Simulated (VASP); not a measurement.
# Si2W (I4/mmm) in VASP: single point with r2SCAN

Aim: the single point of Si2W with r2SCAN.

All numbers are computed with VASP 6.6.1; they aren't measurements. Logs are shortened: lines on timing, memory, paths and dates and some standing lists are left out, and cuts for length are marked.

## (1) The cell of the first run

It takes space group I4/mmm (No. 139, tetragonal). The conventional cell has a = 3.212 Å, b = 3.212 Å, c = 7.804 Å, α = 90.00°, β = 90.00°, γ = 90.00°. Within 3.4 Å of Si (site symmetry 4mm) lie 9 Si at 2.58 to 3.21 Å and 5 W at 2.61 Å. W (site symmetry 4/mmm) has 10 Si at 2.61 Å and 4 W at 3.21 Å within 3.4 Å.

## (2) Single point, r2SCAN

Input file POSCAR:

```
Si2W
1.0
   -1.6058119241      1.6058119241      3.9019981764
    1.6058119241     -1.6058119241      3.9019981764
    1.6058119241      1.6058119241     -3.9019981764
Si W
2 1
Direct
    0.3348697165      0.3348697165      0.0000000000
    0.6651302835      0.6651302835      0.0000000000
    0.0000000000      0.0000000000      0.0000000000
```

Input file INCAR.step1:

```
ALGO = Normal
EDIFF = 1E-4
ENCUT = 520
GGA = PE
ISMEAR = 0
LASPH = True
LCHARG = False
LREAL = False
LWAVE = True
NBANDS = 18
NELM = 100
PREC = Accurate
SIGMA = 0.1
```

Input file INCAR.step2:

```
ALGO = Normal
EDIFF = 1E-7
ENCUT = 520
ISIF = 2
ISMEAR = 0
ISTART = 1
LASPH = True
LCHARG = False
LMIXTAU = True
LREAL = False
LWAVE = False
METAGGA = R2SCAN
NBANDS = 18
NELM = 100
PREC = Accurate
SIGMA = 0.1
```

Input file KPOINTS:

```
k-points
0
Gamma
  20 20 20
```

Potentials or basis: VASP PAW PBE potentials, release 64 (Si, W_sv).

Started as:

```
$ cat potpaw_PBE.64/Si/POTCAR potpaw_PBE.64/W_sv/POTCAR > POTCAR
$ cp INCAR.step1 INCAR
$ mpirun -np 1 vasp_std > vasp.out
$ cp INCAR.step2 INCAR
$ mpirun -np 1 vasp_std > vasp.out
```

OUTCAR:

```text
EDIFF = 1E-7
   ENCUT = 520
   ISIF = 2
   ISMEAR = 0
   ISTART = 1
   LASPH = True
   LREAL = False
   METAGGA = R2SCAN
   NELM = 100
   PREC = Accurate

 ion  position               nearest neighbor table
   1  0.335  0.335  0.000-   2 2.58   3 2.61   3 2.61   3 2.61   3 2.61   3 2.61   2 2.63   2 2.63
                             2 2.63   2 2.63
   2  0.665  0.665  0.000-   1 2.58   3 2.61   3 2.61   3 2.61   3 2.61   3 2.61   1 2.63   1 2.63
                             1 2.63   1 2.63
   3  0.000  0.000  0.000-   2 2.61   2 2.61   1 2.61   1 2.61   2 2.61   2 2.61   1 2.61   1 2.61
                             1 2.61   2 2.61

  LATTYP: Found a body centered tetragonal cell.
 ALAT       =     3.2116238482
 C/A-ratio  =     2.4299222828

  Lattice vectors:

 A1 = (  -1.6058119241,   1.6058119241,   3.9019981764)
 A2 = (   1.6058119241,  -1.6058119241,   3.9019981764)
 A3 = (   1.6058119241,   1.6058119241,  -3.9019981764)

Analysis of symmetry for initial positions (statically):
=====================================================================
 Subroutine PRICEL returns:
 Original cell was already a primitive cell.

 Routine SETGRP: Setting up the symmetry group for a
 body centered tetragonal supercell.

 Subroutine GETGRP returns: Found 16 space group operations
 (whereof 16 operations were pure point group operations)
 out of a pool of 16 trial point group operations.

The static configuration has the point symmetry D_4h.

Analysis of symmetry for dynamics (positions and initial velocities):
=====================================================================
 Subroutine PRICEL returns:
 Original cell was already a primitive cell.

 Routine SETGRP: Setting up the symmetry group for a
 body centered tetragonal supercell.

 Subroutine GETGRP returns: Found 16 space group operations
 (whereof 16 operations were pure point group operations)
 out of a pool of 16 trial point group operations.

The dynamic configuration has the point symmetry D_4h.

 Subroutine INISYM returns: Found 16 space group operations
 (whereof 16 operations are pure point group operations),
 and found     1 'primitive' translations

----------------------------------------------------------------------------------------

                                     Primitive cell

  volume of cell :      40.2473

  direct lattice vectors                    reciprocal lattice vectors
    -1.605811924  1.605811924  3.901998176     0.000000000  0.311368967  0.128139476
     1.605811924 -1.605811924  3.901998176     0.311368967  0.000000000  0.128139476
     1.605811924  1.605811924 -3.901998176     0.311368967  0.311368967  0.000000000

  length of vectors
     4.514737383  4.514737383  4.514737383     0.336705151  0.336705151  0.440342216

  position of ions in fractional coordinates (direct lattice)
     0.334869717  0.334869717  0.000000000
     0.665130283  0.665130283  0.000000000
     0.000000000  0.000000000  0.000000000

  ion indices of the primitive-cell ions
   primitive index   ion index
                 1           1
                 2           2
                 3           3

----------------------------------------------------------------------------------------

 KPOINTS: k-points

Automatic generation of k-mesh.
 Grid dimensions read from file:
 generate k-points for:   20   20   20

 Generating k-lattice:

  Cartesian coordinates                     Fractional coordinates (reciprocal lattice)
     0.000000000  0.015568448  0.006406974     0.050000000  0.000000000  0.000000000
     0.015568448  0.000000000  0.006406974     0.000000000  0.050000000  0.000000000
     0.015568448  0.015568448  0.000000000     0.000000000  0.000000000  0.050000000

  Length of vectors
     0.016835258  0.016835258  0.022017111

  Shift w.r.t. Gamma in fractional coordinates (k-lattice)
     0.000000000  0.000000000  0.000000000

 Subroutine IBZKPT returns following result:
 ===========================================

 Found    641 irreducible k-points:

 Following reciprocal coordinates:
            Coordinates               Weight
  0.000000  0.000000  0.000000      1.000000
  0.050000 -0.000000  0.000000      8.000000
  0.100000 -0.000000  0.000000      8.000000
  0.150000 -0.000000  0.000000      8.000000
  0.200000 -0.000000  0.000000      8.000000
  0.250000 -0.000000  0.000000      8.000000
[... 16 lines left out ...]
 -0.400000  0.050000 -0.000000     16.000000
 -0.350000  0.050000 -0.000000     16.000000
 [... further k-points ...]
   k-points           NKPTS =    641   k-points in BZ     NKDIM =    641   number of bands    NBANDS=     18
   number of dos      NEDOS =    301   number of ions     NIONS =      3
   total plane-waves  NPLWV =  46656
   dimension x,y,z NGX =    36 NGY =   36 NGZ =   36
   dimension x,y,z NGXF=    72 NGYF=   72 NGZF=   72
   ions per type =               2   1
   NGX,Y,Z   is equivalent  to a cutoff of  13.26, 13.26, 13.26 a.u.
   NGXF,Y,Z  is equivalent  to a cutoff of  26.51, 26.51, 26.51 a.u.
 SYSTEM =  unknown system
   PREC   = accura    normal or accurate (medium, high low for compatibility)
   ISTART =      1    job   : 0-new  1-cont  2-samecut
   ICHARG =      0    charge: 1-file 2-atom 10-const
   ISPIN  =      1    spin polarized calculation?
   LNONCOLLINEAR =      F non collinear calculations
   LSORBIT =      F    spin-orbit coupling
   LASPH  =      T    aspherical Exc in radial PAW
   ENCUT  =  520.0 eV  38.22 Ry    6.18 a.u.   8.39  8.39  8.39*2*pi/ulx,y,z
   NELM   =    100;   NELMIN=  2; NELMDL=  0     # of ELM steps
   EDIFF  = 0.1E-06   stopping-criterion for ELM
   LREAL  =      F    real-space projection
   EDIFFG = 0.1E-05   stopping-criterion for IOM
   NSW    =      0    number of steps for IOM
   IBRION =     -1    ionic relax: 0-MD 1-quasi-New 2-CG
   NFREE  =      0    steps in history (QN), initial steepest desc. (CG)
   ISIF   =      2    stress and relaxation
   ISYM   =      2    0-nonsym 1-usesym 2-fastsym
   POTIM  = 0.5000    time-step for ionic-motion
   TEBEG  =    0.0;   TEEND  =   0.0 temperature during run
   PSTRESS=    0.0 pullay stress
   NELECT =      22.0000    total number of electrons
   NUPDOWN=      -1.0000    fix difference up-down
   EMIN   =  10.00;   EMAX   =-10.00  energy-range for DOS
   EFERMI =   0.00;   METHOD = LEGACY
   ISMEAR =     0;   SIGMA  =   0.10  broadening in eV -4-tet -1-fermi 0-gaus
   EFERMI_NEDOS =   21; number of points for ismear=-14 and -15
   IALGO  =     38    algorithm
   IMIX   =      4    mixing-type and parameters
     AMIX     =   0.40;   BMIX     =  1.00
     AMIX_MAG =   1.60;   BMIX_MAG =  1.00
  volume/ion in A,a.u.               =      13.42        90.53
  Fermi-wavevector in a.u.,A,eV,Ry     =   1.338557  2.529506 24.378038  1.791735
  Thomas-Fermi vector in A             =   2.467018
   LORBIT       =      0    0 simple, 1 ext, 2 COOP (PROOUT), +10 PAW based schemes
   METAGGA = R2SCAN    functional components
   LHFCALC =     F    Hartree Fock is set to
   AEXX    =    0.0000 exact exchange contribution
   IVDW    =     0    specifies the selected vdW correction
   LEPSILON=     F    determine dielectric tensor
   LRPA    =     F    only Hartree local field effects (RPA)
 non-spin polarized calculation
 Gauss-broadening in eV      SIGMA  =   0.10
  energy-cutoff  :      520.00
  volume of cell :       40.25
 maximum number of plane-waves:      1107
 NGX is ok and might be reduce to    36
   NGX = 17   NGY = 17   NGZ = 17

 number of electron      21.9999999 magnetization

 Free energy of the ion-electron system (eV)
  ---------------------------------------------------
  ext. energy  EPLUGINS =         0.00000000
  ---------------------------------------------------
  free energy    TOTEN  =       -69.81623834 eV

  energy without entropy =      -69.81542345  energy(sigma->0) =      -69.81583090

 E-fermi :  11.9735     XC(G=0): -13.5277

 val. band max:       11.9424849991   @ k =  -0.4000  -0.4500   0.3500
 cond. band min:      12.0027547665   @ k =  -0.4500   0.4500   0.3500
 fundamental gap:      0.0602697674
 Fermi energy:        11.9735306002

 k-point     1 :       0.0000    0.0000    0.0000
  band No.  band energies     occupation
      1     -63.7522      2.00000
      2     -27.3854      2.00000
      3     -27.3557      2.00000
      4     -27.3557      2.00000
      5      -2.9039      2.00000
      6       4.7231      2.00000
[... 10 lines left out ...]
     17      18.0103      0.00000
     18      18.0103      0.00000

 k-point     2 :       0.0500   -0.0000    0.0000
  band No.  band energies     occupation
      1     -63.7520      2.00000
      2     -27.3850      2.00000
      3     -27.3617      2.00000
      4     -27.3552      2.00000
      5      -2.8531      2.00000
      6       4.7286      2.00000
[... 10 lines left out ...]
     17      18.0123      0.00000
     18      18.2099      0.00000

 k-point     3 :       0.1000   -0.0000    0.0000
  band No.  band energies     occupation
      1     -63.7514      2.00000
      2     -27.3837      2.00000
      3     -27.3789      2.00000
      4     -27.3535      2.00000
      5      -2.7016      2.00000
      6       4.7388      2.00000
[... 10 lines left out ...]
     17      18.0461      0.00000
     18      18.7097      0.00000

 k-point     4 :       0.1500   -0.0000    0.0000
  band No.  band energies     occupation
      1     -63.7504      2.00000
      2     -27.4058      2.00000
      3     -27.3816      2.00000
      4     -27.3511      2.00000
      5      -2.4523      2.00000
      6       4.7325      2.00000
[... 10 lines left out ...]
     17      18.2259      0.00000
     18      19.4010      0.00000

 k-point     5 :       0.2000   -0.0000    0.0000
  band No.  band energies     occupation
      1     -63.7492      2.00000
      2     -27.4393      2.00000
      3     -27.3791      2.00000
      4     -27.3479      2.00000
      5      -2.1094      2.00000
      6       4.6635      2.00000
[... 10 lines left out ...]
     17      18.7071      0.00000
     18      20.2364      0.00000

 k-point     6 :       0.2500   -0.0000    0.0000
  band No.  band energies     occupation
      1     -63.7478      2.00000
      2     -27.4763      2.00000
      3     -27.3763      2.00000
      4     -27.3444      2.00000
      5      -1.6791      2.00000
      6       4.4578      2.00000
[... 10 lines left out ...]
     17      19.3503      0.00000
     18      21.1467      0.00000

 k-point     7 :       0.3000   -0.0000    0.0000
  band No.  band energies     occupation
      1     -63.7464      2.00000
      2     -27.5131      2.00000
      3     -27.3735      2.00000
      4     -27.3409      2.00000
      5      -1.1691      2.00000
      6       4.0664      2.00000
[... 10 lines left out ...]
     17      19.7035      0.00000
     18      21.2081      0.00000

 k-point     8 :       0.3500   -0.0000    0.0000
  band No.  band energies     occupation
      1     -63.7452      2.00000
      2     -27.5460      2.00000
      3     -27.3709      2.00000
      4     -27.3378      2.00000
      5      -0.5886      2.00000
      6       3.5202      2.00000
[... 10 lines left out ...]
     17      19.5432      0.00000
     18      21.1579      0.00000
[... 229 lines left out ...]
     17      19.2157      0.00000
     18      20.4630      0.00000

 k-point    20 :       0.4500    0.0500    0.0000
  band No.  band energies     occupation
      1     -63.7433      2.00000
      2     -27.5878      2.00000
      3     -27.3672      2.00000
      4     -27.3393      2.00000
      5       0.8576      2.00000
      6       2.1208      2.00000
[... 10 lines left out ...]
     17      19.1525      0.00000
     18      19.7961      0.00000

 k-point    21 :       0.5000    0.0500    0.0000
  band No.  band energies     occupation
      1     -63.7431      2.00000
      2     -27.5935      2.00000
      3     -27.3665      2.00000
      4     -27.3387      2.00000
      5       1.3561      2.00000
      6       1.6101      2.00000
[... 10 lines left out ...]
     17      19.3283      0.00000
     18      19.4740      0.00000

 k-point    22 :      -0.4500    0.0500   -0.0000
  band No.  band energies     occupation
      1     -63.7433      2.00000
      2     -27.5878      2.00000
      3     -27.3667      2.00000
      4     -27.3393      2.00000
      5       0.6765      2.00000
      6       2.2903      2.00000
[... 10 lines left out ...]
     17      19.3549      0.00000
     18      19.9752      0.00000

 k-point    23 :      -0.4000    0.0500   -0.0000
  band No.  band energies     occupation
      1     -63.7440      2.00000
      2     -27.5711      2.00000
      3     -27.3678      2.00000
      4     -27.3409      2.00000
      5      -0.0026      2.00000
      6       2.9863      2.00000
[... 10 lines left out ...]
     17      19.4917      0.00000
     18      20.8117      0.00000

 k-point    24 :      -0.3500    0.0500   -0.0000
  band No.  band energies     occupation
      1     -63.7449      2.00000
      2     -27.5452      2.00000
      3     -27.3697      2.00000
      4     -27.3434      2.00000
      5      -0.6347      2.00000
      6       3.6473      2.00000
[... 10 lines left out ...]
     17      19.6934      0.00000
     18      20.9500      0.00000

 [... further k-points ...]

------------------------ aborting loop because EDIFF is reached ----------------------------------------

  FORCE on cell =-STRESS in cart. coord.  units (eV):
  Direction    XX          YY          ZZ          XY          YZ          ZX
  --------------------------------------------------------------------------------------
  -------------------------------------------------------------------------------------
  Total        0.0835075      0.0835075      0.0186906      0.0000000      0.0000000      0.0000000
  in kB        3.3242975      3.3242975      0.7440431      0.0000000      0.0000000      0.0000000
  external PRESSURE =       2.4642127 kB  Pullay stress =       0.0000000 kB

 VOLUME and BASIS-vectors are now :
 -----------------------------------------------------------------------------
  energy-cutoff  :      520.00
  volume of cell :       40.25
      direct lattice vectors                 reciprocal lattice vectors
    -1.605811924  1.605811924  3.901998176     0.000000000  0.311368967  0.128139476
     1.605811924 -1.605811924  3.901998176     0.311368967  0.000000000  0.128139476
     1.605811924  1.605811924 -3.901998176     0.311368967  0.311368967  0.000000000

 POSITION                                       TOTAL-FORCE (eV/Angst)
 -----------------------------------------------------------------------------------
      0.00000      0.00000      2.61332         0.000000      0.000000     -0.008187
      0.00000      0.00000      5.19067         0.000000      0.000000      0.008187
      0.00000      0.00000      0.00000        -0.000000     -0.000000     -0.000000
 -----------------------------------------------------------------------------------
    total drift:                               -0.000000      0.000000      0.000000

  FREE ENERGIE OF THE ION-ELECTRON SYSTEM (eV)
  ---------------------------------------------------
  free  energy   TOTEN  =       -69.8162383434 eV

  energy  without entropy=      -69.8154234530  energy(sigma->0) =      -69.81583090
```

Wall time 57 min (1 thread of Intel Xeon 8259CL, shared host); peak memory 0.57 GiB.

Results:

```
Free energy            : -69.8162 eV
Pressure               : 0.2 GPa
Largest force          : 0.008 eV/Å
Band gap on the k mesh : zero (bands 11 and 12 overlap by 1.32 eV)
```

Forces in eV/Å, atoms in the order of the input:
```
Si   0.000  0.000 -0.008
Si   0.000  0.000  0.008
W    0.000  0.000  0.000
```

Stress tensor (GPa, compression positive):
```
0.33 0.00 0.00
0.00 0.33 0.00
0.00 0.00 0.07
```

Caveat: the PAW data sets were made with another functional, which shifts forces and pressure a little; spin-orbit coupling is left out, which moves the levels of the heavy elements.

The gap in the log of VASP goes by the Fermi energy; the results here count the filled bands.